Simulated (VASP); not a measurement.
# ZnS (Pmmm) in VASP: relaxation of cell and atoms with PBE

Aim: the relaxation of cell and atoms of ZnS with PBE.

Everything below comes from runs of VASP 6.6.1. Logs are shortened: lines on timing, memory, paths and dates and some standing lists are left out, and cuts for length are marked.

## Step 1: The cell of the first run

Symmetry: Pmmm, No. 47, orthorhombic system. The conventional cell has a = 3.616 Å, b = 3.855 Å, c = 9.035 Å, α = 90.00°, β = 90.00°, γ = 90.00°. Within 3.1 Å of Zn (site symmetry mm2) lie 4 S at 2.36 to 2.37 Å and 1 Zn at 3.05 Å. Zn (site symmetry mmm) has 4 S at 2.44 Å within 3.2 Å. Within 3.1 Å of S (site symmetry mm2) lie 4 Zn at 2.36 to 2.44 Å. S (site symmetry mmm) has 4 Zn at 2.37 Å within 3.1 Å.

The cell was generated, and may not be a known phase.

## Step 2: Relaxation of cell and atoms, PBE

The input, INCAR:

```
ALGO = Normal
EDIFF = 1E-6
EDIFFG = -0.01
ENCUT = 600
GGA = PE
IBRION = 2
ISIF = 3
ISMEAR = 0
LASPH = T
LCHARG = F
LREAL = F
LWAVE = F
NELM = 60
NSW = 100
PREC = Accurate
SIGMA = 0.02
```

The input, KPOINTS:

```
k-points
0
Gamma
  8 8 4
```

The input, POSCAR:

```
ZnS
1.0
    3.6162400984      0.0000000000      0.0000000000
    0.0000000000      3.8550796239      0.0000000000
    0.0000000000      0.0000000000      9.0350445764
Zn S
3 3
Direct
    0.5000000000      0.5000000000      0.1689356022
    0.5000000000      0.5000000000      0.8310643978
    0.0000000000      0.0000000000      0.5000000000
    0.5000000000      0.0000000000      0.3194013824
    0.0000000000      0.5000000000      0.0000000000
    0.5000000000      0.0000000000      0.6805986176
```

Potentials or basis: VASP PAW PBE potentials, release 64 (Zn, S).

Command:

```bash
> cat potpaw_PBE.64/Zn/POTCAR potpaw_PBE.64/S/POTCAR > POTCAR
> mpirun -np 1 vasp_std > vasp.out
```

OUTCAR:

```text
EDIFF = 1E-6
   EDIFFG = -0.01
   ENCUT = 600
   GGA = PE
   IBRION = 2
   ISIF = 3
   ISMEAR = 0
   LASPH = T
   LREAL = F
   NELM = 60
   NSW = 100
   PREC = Accurate

 ion  position               nearest neighbor table
   1  0.500  0.500  0.169-   4 2.36   4 2.36   5 2.37   5 2.37
   2  0.500  0.500  0.831-   6 2.36   6 2.36   5 2.37   5 2.37
   3  0.000  0.000  0.500-   4 2.44   6 2.44   4 2.44   6 2.44
   4  0.500  0.000  0.319-   1 2.36   1 2.36   3 2.44   3 2.44
   5  0.000  0.500  0.000-   1 2.37   2 2.37   1 2.37   2 2.37
   6  0.500  0.000  0.681-   2 2.36   2 2.36   3 2.44   3 2.44

  LATTYP: Found a simple orthorhombic cell.
 ALAT       =     3.6162400984
 B/A-ratio  =     1.0660463683
 C/A-ratio  =     2.4984636890

  Lattice vectors:

 A1 = (   3.6162400984,   0.0000000000,   0.0000000000)
 A2 = (   0.0000000000,   3.8550796239,   0.0000000000)
 A3 = (   0.0000000000,   0.0000000000,   9.0350445764)

Analysis of symmetry for initial positions (statically):
=====================================================================
 Subroutine PRICEL returns:
 Original cell was already a primitive cell.

 Routine SETGRP: Setting up the symmetry group for a
 simple orthorhombic supercell.

 Subroutine GETGRP returns: Found  8 space group operations
 (whereof  8 operations were pure point group operations)
 out of a pool of  8 trial point group operations.

The static configuration has the point symmetry D_2h.

Analysis of symmetry for dynamics (positions and initial velocities):
=====================================================================
 Subroutine PRICEL returns:
 Original cell was already a primitive cell.

 Routine SETGRP: Setting up the symmetry group for a
 simple orthorhombic supercell.

 Subroutine GETGRP returns: Found  8 space group operations
 (whereof  8 operations were pure point group operations)
 out of a pool of  8 trial point group operations.

The dynamic configuration has the point symmetry D_2h.

 Subroutine INISYM returns: Found  8 space group operations
 (whereof  8 operations are pure point group operations),
 and found     1 'primitive' translations

----------------------------------------------------------------------------------------

                                     Primitive cell

  volume of cell :     125.9566

  direct lattice vectors                    reciprocal lattice vectors
[... 102 lines left out ...]
   ISYM   =      2    0-nonsym 1-usesym 2-fastsym
   POTIM  = 0.5000    time-step for ionic-motion
   TEBEG  =    0.0;   TEEND  =   0.0 temperature during run
   PSTRESS=    0.0 pullay stress
   NELECT =      54.0000    total number of electrons
   NUPDOWN=      -1.0000    fix difference up-down
   EMIN   =  10.00;   EMAX   =-10.00  energy-range for DOS
   EFERMI =   0.00;   METHOD = LEGACY
   ISMEAR =     0;   SIGMA  =   0.02  broadening in eV -4-tet -1-fermi 0-gaus
   EFERMI_NEDOS =   21; number of points for ismear=-14 and -15
   IALGO  =     38    algorithm
   IMIX   =      4    mixing-type and parameters
     AMIX     =   0.40;   BMIX     =  1.00
     AMIX_MAG =   1.60;   BMIX_MAG =  1.00
  volume/ion in A,a.u.               =      20.99       141.67
  Fermi-wavevector in a.u.,A,eV,Ry     =   1.234428  2.332731 20.732729  1.523813
  Thomas-Fermi vector in A             =   2.369119
   LORBIT       =      0    0 simple, 1 ext, 2 COOP (PROOUT), +10 PAW based schemes
   GGA     = PE    functional components
   LHFCALC =     F    Hartree Fock is set to
   AEXX    =    0.0000 exact exchange contribution
   IVDW    =     0    specifies the selected vdW correction
   LEPSILON=     F    determine dielectric tensor
   LRPA    =     F    only Hartree local field effects (RPA)
 conjugate gradient relaxation of ions
 non-spin polarized calculation
 Gauss-broadening in eV      SIGMA  =   0.02
  energy-cutoff  :      600.00
  volume of cell :      125.96
 maximum number of plane-waves:      4240
 NGX is ok and might be reduce to    30
   NGX = 15   NGY = 15   NGZ = 37

--------------------------------------- Ionic step        1  -------------------------------------------

 number of electron      53.9999967 magnetization

 Free energy of the ion-electron system (eV)
  ---------------------------------------------------
  ext. energy  EPLUGINS =         0.00000000
  ---------------------------------------------------
  free energy    TOTEN  =       -18.89807866 eV

  energy without entropy =      -18.89807866  energy(sigma->0) =      -18.89807866

------------------------ aborting loop because EDIFF is reached ----------------------------------------

  FORCE on cell =-STRESS in cart. coord.  units (eV):
  Direction    XX          YY          ZZ          XY          YZ          ZX
  --------------------------------------------------------------------------------------
  -------------------------------------------------------------------------------------
  Total        0.1990053      0.1443232      0.2164194      0.0000000      0.0000000      0.0000000
  in kB        2.5313622      1.8358023      2.7528716      0.0000000      0.0000000      0.0000000
  external PRESSURE =       2.3733454 kB  Pullay stress =       0.0000000 kB
[... 67 lines left out ...]
--------------------------------------- Ionic step        3  -------------------------------------------

 number of electron      53.9999966 magnetization

 Free energy of the ion-electron system (eV)
  ---------------------------------------------------
  ext. energy  EPLUGINS =         0.00000000
  ---------------------------------------------------
  free energy    TOTEN  =       -18.89840298 eV

  energy without entropy =      -18.89840298  energy(sigma->0) =      -18.89840298

 E-fermi :   2.2803     XC(G=0):  -9.3149

 val. band max:        2.1745008314   @ k =   0.5000   0.0000   0.5000
 cond. band min:       2.9245359281   @ k =   0.0000   0.0000   0.0000
 fundamental gap:      0.7500350966
 Fermi energy:         2.2802853178

 k-point     1 :       0.0000    0.0000    0.0000
  band No.  band energies     occupation
      1     -11.2809      2.00000
      2     -10.5209      2.00000
      3     -10.3073      2.00000
      4      -5.0545      2.00000
      5      -4.8032      2.00000
      6      -4.7491      2.00000
[... 829 lines left out ...]
     31       6.0375      0.00000
     32       6.6036      0.00000

 [... further k-points ...]

------------------------ aborting loop because EDIFF is reached ----------------------------------------

  FORCE on cell =-STRESS in cart. coord.  units (eV):
  Direction    XX          YY          ZZ          XY          YZ          ZX
  --------------------------------------------------------------------------------------
  -------------------------------------------------------------------------------------
  Total       -0.0227388      0.0350266     -0.0132196      0.0000000      0.0000000      0.0000000
  in kB       -0.2882271      0.4439817     -0.1675660      0.0000000      0.0000000      0.0000000
  external PRESSURE =      -0.0039371 kB  Pullay stress =       0.0000000 kB
[... 21 lines left out ...]
  FREE ENERGIE OF THE ION-ELECTRON SYSTEM (eV)
  ---------------------------------------------------
  free  energy   TOTEN  =       -18.8984029773 eV

  energy  without entropy=      -18.8984029773  energy(sigma->0) =      -18.89840298

 reached required accuracy - stopping structural energy minimisation
```

OSZICAR:

```text
N       E                     dE             d eps       ncg     rms          rms(c)
DAV:   1     0.421399453052E+03    0.42140E+03   -0.27826E+04  4800   0.220E+03
[... 24 lines left out ...]
       N       E                     dE             d eps       ncg     rms          rms(c)
DAV:   1    -0.188989405944E+02   -0.57166E-03   -0.83290E-03  5672   0.136E+00    0.178E-01
DAV:   2    -0.188984701573E+02    0.47044E-03   -0.19429E-03  5448   0.867E-01    0.660E-02
DAV:   3    -0.188984163749E+02    0.53782E-04   -0.88885E-05  5392   0.664E-02    0.328E-02
DAV:   4    -0.188984041004E+02    0.12275E-04   -0.89400E-06  5352   0.320E-02    0.172E-02
DAV:   5    -0.188984027017E+02    0.13987E-05   -0.17170E-06  3544   0.424E-02    0.275E-03
DAV:   6    -0.188984029773E+02   -0.27555E-06   -0.20246E-06  3408   0.195E-02
   3 F= -.18898403E+02 E0= -.18898403E+02  d E =-.324322E-03
```

CONTCAR:

```text
ZnS
   1.00000000000000
     3.6207493469715835    0.0000000000000000    0.0000000000000000
     0.0000000000000000    3.8585658205931477    0.0000000000000000
     0.0000000000000000    0.0000000000000000    9.0472966295226485
  Zn              S
     3     3
Direct
     0.5000000000000000    0.5000000000000000    0.1689470935898140
     0.5000000000000000    0.5000000000000000    0.8310529064101860
     0.0000000000000000    1.0000000000000000    0.5000000000000000
     0.5000000000000000    0.0000000000000000    0.3193872290855880
     0.0000000000000000    0.5000000000000000    0.0000000000000000
     0.5000000000000000    0.0000000000000000    0.6806127709144120

  0.00000000E+00  0.00000000E+00  0.00000000E+00
  0.00000000E+00  0.00000000E+00  0.00000000E+00
  0.00000000E+00  0.00000000E+00  0.00000000E+00
  0.00000000E+00  0.00000000E+00  0.00000000E+00
  0.00000000E+00  0.00000000E+00  0.00000000E+00
  0.00000000E+00  0.00000000E+00  0.00000000E+00
```

It took 14 min on 1 thread of Oxide Virtual Turin-like, shared host; peak memory 0.42 GiB.

What came out:

| Item | Value |
| --- | --- |
| Free energy | -18.8984 eV |
| Relaxed volume | 21.07 Å³/atom |
| Relaxed cell | a = 3.621 Å, b = 3.859 Å, c = 9.047 Å, α = 90.00°, β = 90.00°, γ = 90.00° |
| Space group after relaxing (to 0.1 Å) | Pmmm (No. 47) |
| Energy gained by relaxing | 0.1 meV/atom |
| Ionic steps | 3 |
| Pressure after relaxing | 0.0 GPa |
| Largest force after relaxing | 0.005 eV/Å |
| Band gap on the k mesh | 0.75 eV (least direct gap 1.09 eV) |

Forces in eV/Å, atoms in the order of the input:
```
Zn   0.000  0.000 -0.004
Zn   0.000  0.000  0.004
Zn   0.000  0.000  0.000
S    0.000  0.000  0.005
S    0.000  0.000  0.000
S    0.000  0.000 -0.005
```

The path:
```
step  energy change (eV)  largest force (eV/Å)  pressure (GPa)  volume (Å³)
   1              0.0000                0.0034            0.24       125.96
   2             -0.0003                0.0069           -0.04       126.52
   3             -0.0003                0.0047            0.00       126.40
```

Final structure:
```
Zn S
1.0
     3.62075    0.00000    0.00000
     0.00000    3.85857    0.00000
     0.00000    0.00000    9.04730
Zn S
3 3
Direct
  0.50000 0.50000 0.16895
  0.50000 0.50000 0.83105
  0.00000 0.00000 0.50000
  0.50000 0.00000 0.31939
  0.00000 0.50000 0.00000
  0.50000 0.00000 0.68061
```

Levels at points of the mesh, in eV from the valence-band top:
| k point | band 24 | band 25 | band 26 | band 27 | band 28 | band 29 | band 30 | band 31 |
| --- | --- | --- | --- | --- | --- | --- | --- | --- |
| (0.00, 0.00, 0.00) | -0.88 | -0.82 | -0.61 | -0.34 | 0.75 | 3.19 | 3.59 | 3.71 |
| (0.50, 0.00, 0.00) | -1.98 | -1.56 | -1.34 | 0.00 | 1.65 | 2.76 | 3.79 | 5.54 |
| (0.00, 0.50, 0.00) | -1.78 | -1.51 | -1.08 | -0.24 | 1.11 | 3.40 | 3.92 | 5.58 |
| (0.50, 0.50, 0.00) | -3.36 | -2.70 | -1.41 | -1.22 | 1.26 | 2.54 | 3.10 | 3.91 |
| (0.00, 0.00, 0.50) | -1.84 | -1.56 | -0.15 | -0.14 | 1.94 | 2.39 | 3.53 | 4.02 |
| (0.50, 0.00, 0.50) | -1.48 | -1.42 | -0.76 | 0.00 | 1.75 | 2.36 | 4.41 | 4.73 |
| (0.00, 0.50, 0.50) | -1.50 | -1.08 | -0.83 | -0.24 | 2.22 | 2.81 | 2.95 | 6.05 |
| (0.50, 0.50, 0.50) | -3.28 | -2.73 | -1.45 | -1.34 | 1.66 | 2.01 | 2.82 | 3.30 |

Caveat: semilocal functionals underestimate gaps, and a narrow one can read as zero. A k mesh can miss the band edges.
